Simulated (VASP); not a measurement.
The system is As.

```
As
1.0
     1.90361    1.09905    3.60816
    -1.90361    1.09905    3.60816
     0.00000   -2.19810    3.60816
As
2
Direct
  0.77371 0.77371 0.77371
  0.22629 0.22629 0.22629
```

Base run:

- Program: VASP 6.6.1
- Functional: PBE
- Potentials or basis: VASP PAW PBE potentials, release 64 (As)
- Cutoff: 520 eV
- k mesh: 10 × 10 × 10
- Occupations: fermi-dirac, width 0.01 eV
- Spin: no spin polarisation

Its results: band gap on the k mesh zero (bands 5 and 6 overlap by 0.40 eV); pressure 0.2 GPa; largest force 0.050 eV/Å.

**Question.** After a change of settings the same cell gave: band gap on the k mesh zero (bands 5 and 6 overlap by 0.39 eV); pressure 1.3 GPa; largest force 0.264 eV/Å. Which change was it?
A. occupations from fermi-dirac, width 0.01 eV to fermi-dirac, width 0.6 eV
B. k mesh from 10 × 10 × 10 to 5 × 5 × 5; occupations from fermi-dirac, width 0.01 eV to fermi-dirac, width 0.1 eV
C. k mesh from 10 × 10 × 10 to 3 × 3 × 3; occupations from fermi-dirac, width 0.01 eV to fermi-dirac, width 0.1 eV
D. occupations from fermi-dirac, width 0.01 eV to fermi-dirac, width 0.2 eV; further incar settings from ALGO = Normal; EDIFF = 1e-06; NBANDS = 12 to ALGO = Normal; EDIFF = 1e-07; NBANDS = 12

**Answer.** A.

Caveats: so wide a smearing shifts energies and pressures (at least some runs).
